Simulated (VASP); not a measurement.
# Al (Fm-3m) in VASP: a series of runs

The runs below take Al through relaxation of cell and atoms, with PBE.

All numbers are computed with VASP 6.6.1; they aren't measurements. Logs are shortened: lines on timing, memory, paths and dates and some standing lists are left out, and cuts for length are marked.

**1. The cell of the first run**

The structure is cubic, space group Fm-3m (No. 225). The conventional cell has a = 3.204 Å, b = 3.204 Å, c = 3.204 Å, α = 90.00°, β = 90.00°, γ = 90.00°. Within 3.0 Å of Al (site symmetry m-3m) lie 12 Al at 2.27 Å.

**2. Relaxation of cell and atoms, PBE, target pressure 230 GPa, at which the enthalpy is minimised**

Contents of INCAR:

```
SYSTEM = Al
PREC = Accurate
ENCUT = 600
EDIFF = 1E-6
ISMEAR = -1
SIGMA = 0.08
LREAL = .FALSE.
LASPH = .TRUE.
NELM = 100
ALGO = Normal
ISIF = 3
LWAVE = .FALSE.
LCHARG = .FALSE.
GGA = PE
IBRION = 2
NSW = 60
EDIFFG = -0.005
PSTRESS = 2300.0
```

Contents of KPOINTS:

```
Automatic mesh
0
G
  20 20 20
  0 0 0
```

Contents of POSCAR:

```
Al
1.0
    0.0000000000      1.6021790622      1.6021790622
    1.6021790622      0.0000000000      1.6021790622
    1.6021790622      1.6021790622      0.0000000000
Al
1
Direct
    0.0000000000      0.0000000000      0.0000000000
```

Potentials or basis: VASP PAW PBE potentials, release 64 (Al).

Command:

```console
$ cat potpaw_PBE.64/Al/POTCAR > POTCAR
$ mpirun -np 1 vasp_std > vasp.out
```

OUTCAR:

```text
SYSTEM = Al
   PREC = Accurate
   ENCUT = 600
   EDIFF = 1E-6
   ISMEAR = -1
   LREAL = .FALSE.
   LASPH = .TRUE.
   NELM = 100
   ISIF = 3
   GGA = PE
   IBRION = 2
   NSW = 60
   EDIFFG = -0.005
   PSTRESS = 2300.0

 ion  position               nearest neighbor table
   1  0.000  0.000  0.000-

  LATTYP: Found a face centered cubic cell.
 ALAT       =     3.2043581244

  Lattice vectors:

 A1 = (   0.0000000000,   1.6021790622,   1.6021790622)
 A2 = (   1.6021790622,   0.0000000000,   1.6021790622)
 A3 = (   1.6021790622,   1.6021790622,   0.0000000000)

Analysis of symmetry for initial positions (statically):
=====================================================================
 Subroutine PRICEL returns:
 Original cell was already a primitive cell.

 Routine SETGRP: Setting up the symmetry group for a
 face centered cubic supercell.

 Subroutine GETGRP returns: Found 48 space group operations
 (whereof 48 operations were pure point group operations)
 out of a pool of 48 trial point group operations.

The static configuration has the point symmetry O_h .

Analysis of symmetry for dynamics (positions and initial velocities):
=====================================================================
 Subroutine PRICEL returns:
 Original cell was already a primitive cell.

 Routine SETGRP: Setting up the symmetry group for a
 face centered cubic supercell.

 Subroutine GETGRP returns: Found 48 space group operations
 (whereof 48 operations were pure point group operations)
 out of a pool of 48 trial point group operations.

The dynamic configuration has the point symmetry O_h .

 Subroutine INISYM returns: Found 48 space group operations
 (whereof 48 operations are pure point group operations),
 and found     1 'primitive' translations

----------------------------------------------------------------------------------------

                                     Primitive cell

  volume of cell :       8.2255

  direct lattice vectors                    reciprocal lattice vectors
     0.000000000  1.602179062  1.602179062    -0.312074981  0.312074981  0.312074981
     1.602179062  0.000000000  1.602179062     0.312074981 -0.312074981  0.312074981
     1.602179062  1.602179062  0.000000000     0.312074981  0.312074981 -0.312074981

  length of vectors
     2.265823359  2.265823359  2.265823359     0.540529722  0.540529722  0.540529722

  position of ions in fractional coordinates (direct lattice)
     0.000000000  0.000000000  0.000000000

  ion indices of the primitive-cell ions
   primitive index   ion index
                 1           1

----------------------------------------------------------------------------------------

 KPOINTS: Automatic mesh

Automatic generation of k-mesh.
 Grid dimensions read from file:
 generate k-points for:   20   20   20

 Generating k-lattice:

  Cartesian coordinates                     Fractional coordinates (reciprocal lattice)
    -0.015603749  0.015603749  0.015603749     0.050000000  0.000000000  0.000000000
     0.015603749 -0.015603749  0.015603749     0.000000000  0.050000000  0.000000000
     0.015603749  0.015603749 -0.015603749     0.000000000  0.000000000  0.050000000

  Length of vectors
     0.027026486  0.027026486  0.027026486

  Shift w.r.t. Gamma in fractional coordinates (k-lattice)
     0.000000000  0.000000000  0.000000000

 Subroutine IBZKPT returns following result:
 ===========================================

 Found    256 irreducible k-points:

 Following reciprocal coordinates:
            Coordinates               Weight
  0.000000  0.000000  0.000000      1.000000
  0.050000  0.000000  0.000000      8.000000
  0.100000  0.000000  0.000000      8.000000
  0.150000  0.000000  0.000000      8.000000
  0.200000  0.000000  0.000000      8.000000
  0.250000  0.000000  0.000000      8.000000
[... 16 lines left out ...]
 -0.400000  0.050000  0.000000     24.000000
 -0.350000  0.050000  0.000000     24.000000
 [... further k-points ...]
   k-points           NKPTS =    256   k-points in BZ     NKDIM =    256   number of bands    NBANDS=      5
   number of dos      NEDOS =    301   number of ions     NIONS =      1
   total plane-waves  NPLWV =   5832
   dimension x,y,z NGX =    18 NGY =   18 NGZ =   18
   dimension x,y,z NGXF=    36 NGYF=   36 NGZF=   36
   ions per type =               1
   NGX,Y,Z   is equivalent  to a cutoff of  13.21, 13.21, 13.21 a.u.
   NGXF,Y,Z  is equivalent  to a cutoff of  26.41, 26.41, 26.41 a.u.
 SYSTEM =  Al
   PREC   = accura    normal or accurate (medium, high low for compatibility)
   ISTART =      0    job   : 0-new  1-cont  2-samecut
   ICHARG =      2    charge: 1-file 2-atom 10-const
   ISPIN  =      1    spin polarized calculation?
   LNONCOLLINEAR =      F non collinear calculations
   LSORBIT =      F    spin-orbit coupling
   LASPH  =      T    aspherical Exc in radial PAW
   ENCUT  =  600.0 eV  44.10 Ry    6.64 a.u.   4.53  4.53  4.53*2*pi/ulx,y,z
   NELM   =    100;   NELMIN=  2; NELMDL= -5     # of ELM steps
   EDIFF  = 0.1E-05   stopping-criterion for ELM
   LREAL  =      F    real-space projection
   EDIFFG = -.5E-02   stopping-criterion for IOM
   NSW    =     60    number of steps for IOM
   IBRION =      2    ionic relax: 0-MD 1-quasi-New 2-CG
   NFREE  =      1    steps in history (QN), initial steepest desc. (CG)
   ISIF   =      3    stress and relaxation
   ISYM   =      2    0-nonsym 1-usesym 2-fastsym
   POTIM  = 0.5000    time-step for ionic-motion
   TEBEG  =    0.0;   TEEND  =   0.0 temperature during run
   PSTRESS= 2300.0 pullay stress
   NELECT =       3.0000    total number of electrons
   NUPDOWN=      -1.0000    fix difference up-down
   EMIN   =  10.00;   EMAX   =-10.00  energy-range for DOS
   EFERMI =   0.00;   METHOD = LEGACY
   ISMEAR =    -1;   SIGMA  =   0.08  broadening in eV -4-tet -1-fermi 0-gaus
   EFERMI_NEDOS =   21; number of points for ismear=-14 and -15
   IALGO  =     38    algorithm
   IMIX   =      4    mixing-type and parameters
     AMIX     =   0.40;   BMIX     =  1.00
     AMIX_MAG =   1.60;   BMIX_MAG =  1.00
  volume/ion in A,a.u.               =       8.23        55.51
  Fermi-wavevector in a.u.,A,eV,Ry     =   1.169663  2.210343 18.614297  1.368112
  Thomas-Fermi vector in A             =   2.306133
   LORBIT       =      0    0 simple, 1 ext, 2 COOP (PROOUT), +10 PAW based schemes
   GGA     = PE    functional components
   LHFCALC =     F    Hartree Fock is set to
   AEXX    =    0.0000 exact exchange contribution
   IVDW    =     0    specifies the selected vdW correction
   LEPSILON=     F    determine dielectric tensor
   LRPA    =     F    only Hartree local field effects (RPA)
 conjugate gradient relaxation of ions
 non-spin polarized calculation
  energy-cutoff  :      600.00
  volume of cell :        8.23
 maximum number of plane-waves:       290
   NGX =  9   NGY =  9   NGZ =  9

--------------------------------------- Ionic step        1  -------------------------------------------

 number of electron       3.0000000 magnetization

 Free energy of the ion-electron system (eV)
  ---------------------------------------------------
  ext. energy  EPLUGINS =         0.00000000
  ---------------------------------------------------
  free energy    TOTEN  =        -0.39367322 eV

  energy without entropy =       -0.38882042  energy(sigma->0) =       -0.39124682

------------------------ aborting loop because EDIFF is reached ----------------------------------------

  FORCE on cell =-STRESS in cart. coord.  units (eV):
  Direction    XX          YY          ZZ          XY          YZ          ZX
  --------------------------------------------------------------------------------------
  -------------------------------------------------------------------------------------
  Total       12.0472545     12.0472545     12.0472545      0.0000000     -0.0000000     -0.0000000
  in kB     2346.5808193   2346.5808193   2346.5808193      0.0000000     -0.0000000     -0.0000000
  external PRESSURE =      46.5808193 kB  Pullay stress =    2300.0000000 kB

 VOLUME and BASIS-vectors are now :
 -----------------------------------------------------------------------------
  energy-cutoff  :      600.00
  volume of cell :        8.23
      direct lattice vectors                 reciprocal lattice vectors
     0.000000000  1.602179062  1.602179062    -0.312074981  0.312074981  0.312074981
     1.602179062  0.000000000  1.602179062     0.312074981 -0.312074981  0.312074981
     1.602179062  1.602179062  0.000000000     0.312074981  0.312074981 -0.312074981
[... 44 lines left out ...]
  FREE ENERGIE OF THE ION-ELECTRON SYSTEM (eV)
  ---------------------------------------------------
  free  energy   TOTEN  =        -0.7913949416 eV

  energy  without entropy=       -0.7865424710  energy(sigma->0) =       -0.78896871

  enthalpy is  TOTEN    =        11.4301372334 eV   P V=       12.2215321750

--------------------------------------- Ionic step        3  -------------------------------------------

 number of electron       3.0000000 magnetization

 Free energy of the ion-electron system (eV)
  ---------------------------------------------------
  ext. energy  EPLUGINS =         0.00000000
  ---------------------------------------------------
  free energy    TOTEN  =        -0.46482077 eV

  energy without entropy =       -0.45996666  energy(sigma->0) =       -0.46239371

 E-fermi :  17.1758     XC(G=0): -13.0115

 val. band max:       17.1697363351   @ k =  -0.4000   0.4500   0.1500
 cond. band min:      17.1788435786   @ k =  -0.3500   0.4500   0.2000
 fundamental gap:      0.0091072435
 Fermi energy:        17.1757914645

 k-point     1 :       0.0000    0.0000    0.0000
  band No.  band energies     occupation
      1       0.7635      2.00000
      2      34.6115      0.00000
      3      34.6115      0.00000
      4      34.6115      0.00000
      5      39.9007      0.00000

 k-point     2 :       0.0500    0.0000    0.0000
  band No.  band energies     occupation
      1       0.8706      2.00000
      2      33.2344      0.00000
      3      34.5597      0.00000
      4      34.5597      0.00000
      5      40.7096      0.00000

 k-point     3 :       0.1000    0.0000    0.0000
  band No.  band energies     occupation
      1       1.1909      2.00000
      2      30.6411      0.00000
      3      34.4119      0.00000
      4      34.4119      0.00000
      5      40.8498      0.00000
[... 153 lines left out ...]
 k-point    23 :      -0.4000    0.0500    0.0000
  band No.  band energies     occupation
      1       7.8702      2.00000
      2      14.5381      2.00000
      3      31.1440      0.00000
      4      32.9624      0.00000
      5      38.6123      0.00000

 k-point    24 :      -0.3500    0.0500    0.0000
  band No.  band energies     occupation
      1       6.3709      2.00000
      2      16.7210      1.99323
      3      31.1853      0.00000
      4      33.4441      0.00000
      5      38.7823      0.00000

 [... further k-points ...]

------------------------ aborting loop because EDIFF is reached ----------------------------------------

  FORCE on cell =-STRESS in cart. coord.  units (eV):
  Direction    XX          YY          ZZ          XY          YZ          ZX
  --------------------------------------------------------------------------------------
  -------------------------------------------------------------------------------------
  Total       11.8762536     11.8762536     11.8762536      0.0000000      0.0000000     -0.0000000
  in kB     2299.5531338   2299.5531338   2299.5531338      0.0000000      0.0000000     -0.0000000
  external PRESSURE =      -0.4468662 kB  Pullay stress =    2300.0000000 kB

 VOLUME and BASIS-vectors are now :
 -----------------------------------------------------------------------------
  energy-cutoff  :      600.00
  volume of cell :        8.27
      direct lattice vectors                 reciprocal lattice vectors
     0.000000000  1.605359122  1.605359122    -0.311456791  0.311456791  0.311456791
     1.605359122 -0.000000000  1.605359122     0.311456791 -0.311456791  0.311456791
     1.605359122  1.605359122 -0.000000000     0.311456791  0.311456791 -0.311456791

 POSITION                                       TOTAL-FORCE (eV/Angst)
 -----------------------------------------------------------------------------------
      0.00000      0.00000      0.00000        -0.000000      0.000000     -0.000000
 -----------------------------------------------------------------------------------
    total drift:                                0.000000     -0.000000      0.000000

  FREE ENERGIE OF THE ION-ELECTRON SYSTEM (eV)
  ---------------------------------------------------
  free  energy   TOTEN  =        -0.4648207728 eV

  energy  without entropy=       -0.4599666568  energy(sigma->0) =       -0.46239371

  enthalpy is  TOTEN    =        11.4137407101 eV   P V=       11.8785614829

 reached required accuracy - stopping structural energy minimisation
```

It took 29 s on 1 thread of Intel Xeon 8259CL, shared host; peak memory 0.13 GiB.

Results:

```yaml
Free_energy: -0.4648 eV
Relaxed_volume: 8.27 Å³/atom
Relaxed_cell: a = 2.270 Å, b = 2.270 Å, c = 2.270 Å, α = 60.00°, β = 60.00°, γ = 60.00°
Space_group_after_relaxing_to_0.1_Å: Fm-3m (No. 225)
Energy_change_on_relaxing_the_run_minimises_the_enthalpy: -71.1 meV/atom
Ionic_steps: 3
Pressure_after_relaxing: 230.0 GPa
Band_gap_on_the_k_mesh: zero (an odd number of electrons rules out a gap without spin polarisation)
```

The path:
```
step  energy change (eV)  largest force (eV/Å)  pressure (GPa)  volume (Å³)
   1              0.0000                0.0000          234.66         8.23
   2             -0.3977                0.0000          208.48         8.51
   3             -0.0711                0.0000          229.96         8.27
```

Final structure:
```cif
data_structure
_symmetry_space_group_name_H-M 'P 1'
_symmetry_Int_Tables_number 1
_cell_length_a 2.2703
_cell_length_b 2.2703
_cell_length_c 2.2703
_cell_angle_alpha 60.000
_cell_angle_beta 60.000
_cell_angle_gamma 60.000
_cell_volume 8.27
loop_
_atom_site_label
_atom_site_type_symbol
_atom_site_fract_x
_atom_site_fract_y
_atom_site_fract_z
_atom_site_occupancy
Al1 Al 0.00000 0.00000 0.00000 1
```

Levels at points of the mesh, in eV from the Fermi level:
```tsv
k point	band 1	band 2	band 3	band 4	band 5
(0.00, 0.00, 0.00)	-16.41	17.44	17.44	17.44	22.72
(0.50, 0.00, 0.00)	-7.27	-5.28	15.44	15.44	20.76
(0.50, 0.50, 0.00)	-4.11	-2.43	5.40	10.47	10.47
```

Caveat: the cell is relaxed towards a set pressure, so the run minimises the enthalpy, not the energy.

**3. Relaxation of cell and atoms, PBE, target pressure 230 GPa, at which the enthalpy is minimised**

This run uses another cell than the first one, of 8.26 Å³/atom.

Contents of INCAR:

```
ALGO = Normal
EDIFF = 1E-6
EDIFFG = -0.005
ENCUT = 600
GGA = PE
IBRION = 2
ISIF = 3
ISMEAR = -1
LASPH = True
LCHARG = False
LREAL = False
LWAVE = False
NELM = 100
NSW = 32
PREC = Accurate
PSTRESS = 2300.0
SIGMA = 0.08
```

Contents of KPOINTS:

```
k-points
0
Gamma
  20 20 20
```

Contents of POSCAR:

```
Al
1.0
    0.0000000000      1.6044234775      1.6044234775
    1.6044234775      0.0000000000      1.6044234775
    1.6044234775      1.6044234775      0.0000000000
Al
1
Direct
    0.0000000000      0.0000000000      0.0000000000
```

Potentials or basis: VASP PAW PBE potentials, release 64 (Al).

Command:

```console
$ cat potpaw_PBE.64/Al/POTCAR > POTCAR
$ mpirun -np 1 vasp_std > vasp.out
```

Run time: 27 s. Hardware: 1 thread of Intel Xeon 8259CL, shared host; peak memory 0.13 GiB.

The run converged. Its results:

```yaml
Free_energy: -0.4639 eV
Relaxed_volume: 8.27 Å³/atom
Relaxed_cell: a = 2.270 Å, b = 2.270 Å, c = 2.270 Å, α = 60.00°, β = 60.00°, γ = 60.00°
Space_group_after_relaxing_to_0.1_Å: Fm-3m (No. 225)
Energy_change_on_relaxing_the_run_minimises_the_enthalpy: -19.9 meV/atom
Ionic_steps: 3
Pressure_after_relaxing: 230.0 GPa
Band_gap_on_the_k_mesh: zero (an odd number of electrons rules out a gap without spin polarisation)
```

The path:
| step | energy change (eV) | largest force (eV/Å) | pressure (GPa) | volume (Å³) |
| --- | --- | --- | --- | --- |
| 1 | 0.0000 | 0.0000 | 231.33 | 8.26 |
| 2 | -0.1167 | 0.0000 | 223.63 | 8.34 |
| 3 | -0.0199 | 0.0000 | 230.01 | 8.27 |

Final structure:
```
CELL_PARAMETERS angstrom
0.00000 1.60532 1.60532
1.60532 0.00000 1.60532
1.60532 1.60532 0.00000
ATOMIC_POSITIONS crystal
Al 0.00000 0.00000 0.00000
```

Levels at points of the mesh, in eV from the Fermi level:
```tsv
k point	band 1	band 2	band 3	band 4	band 5
(0.00, 0.00, 0.00)	-16.41	17.44	17.44	17.44	22.73
(0.50, 0.00, 0.00)	-7.27	-5.28	15.44	15.44	20.76
(0.50, 0.50, 0.00)	-4.11	-2.43	5.40	10.47	10.47
```

Caveat: the cell is relaxed towards a set pressure, so the run minimises the enthalpy, not the energy.

**4. Relaxation of cell and atoms, PBE**

This run uses another cell than the first one, of 16.48 Å³/atom.

Contents of INCAR:

```
SYSTEM = Al
PREC     = Accurate       ! precision mode
ENCUT    = 600            ! plane-wave cutoff, eV
EDIFF    = 1E-6           ! SCF threshold, eV
ISMEAR   = -1             ! smearing method
SIGMA    = 0.08           ! smearing width, eV
LREAL    = .False.        ! projectors in reciprocal space
LASPH    = .True.         ! aspherical terms in the spheres
NELM     = 100            ! most SCF steps
ALGO     = Normal         ! electronic algorithm
ISIF     = 3              ! what is computed and relaxed
LWAVE    = .False.        ! write WAVECAR
LCHARG   = .False.        ! write CHGCAR
GGA      = PE             ! functional
IBRION   = 2              ! ionic algorithm
NSW      = 60             ! ionic steps
EDIFFG   = -0.005         ! ionic threshold
```

Contents of KPOINTS:

```
regular mesh
0
Gamma
  17 17 17
  0 0 0
```

Contents of POSCAR:

```
Al
1.0
    0.0000000000      2.0199666694      2.0199666694
    2.0199666694      0.0000000000      2.0199666694
    2.0199666694      2.0199666694      0.0000000000
Al
1
Direct
    0.0000000000      0.0000000000      0.0000000000
```

Command:

```console
$ cat potpaw_PBE.64/Al/POTCAR > POTCAR
$ mpirun -np 1 vasp_std > vasp.out
```

Run time: 13 s. Hardware: 1 thread of Intel Xeon 8259CL, shared host; peak memory 0.14 GiB.

Results (log left out):

| Property | Result |
| --- | --- |
| Free energy | -3.7526 eV |
| Pressure after relaxing | 0.0 GPa |
| Band gap on the k mesh | zero (an odd number of electrons rules out a gap without spin polarisation) |

Final structure:
```xyz
1
Lattice="0.0000 2.0200 2.0200 2.0200 0.0000 2.0200 2.0200 2.0200 0.0000" Properties=species:S:1:pos:R:3 pbc="T T T"
Al    0.0000    0.0000    0.0000
```

Levels at points of the mesh, in eV from the Fermi level:
| k point | band 1 | band 2 | band 3 | band 4 | band 5 |
| --- | --- | --- | --- | --- | --- |
| (0.00, 0.00, 0.00) | -11.14 | 12.63 | 12.63 | 12.63 | 14.13 |

Caveat: the relaxation stopped at its first step, so nothing moved.

**5. The runs side by side**

| cell | k mesh | gap on the mesh (eV) | pressure (GPa) |
| --- | --- | --- | --- |
| relaxed to 230 GPa from a = 2.266 Å, angles 60.0°, 1 atom | 20 × 20 × 20 | none | 230.0 |
| relaxed to 230 GPa from a = 2.269 Å, angles 60.0°, 1 atom | 20 × 20 × 20 | none | 230.0 |
| relaxed from a = 2.857 Å, angles 60.0°, 1 atom | 17 × 17 × 17 | none | 0.0 |

Alike in all rows: task relaxation of cell and atoms; level PBE; potentials or basis VASP PAW PBE potentials, release 64 (Al); no spin polarisation; cutoff (eV) 600; smearing fermi-dirac 0.08 eV.

Caveats: the cell is relaxed towards a set pressure, so the run minimises the enthalpy, not the energy (at least some runs); the relaxation stopped at its first step, so nothing moved (at least some runs).

Absolute energies hang on the potentials; compare differences alone.
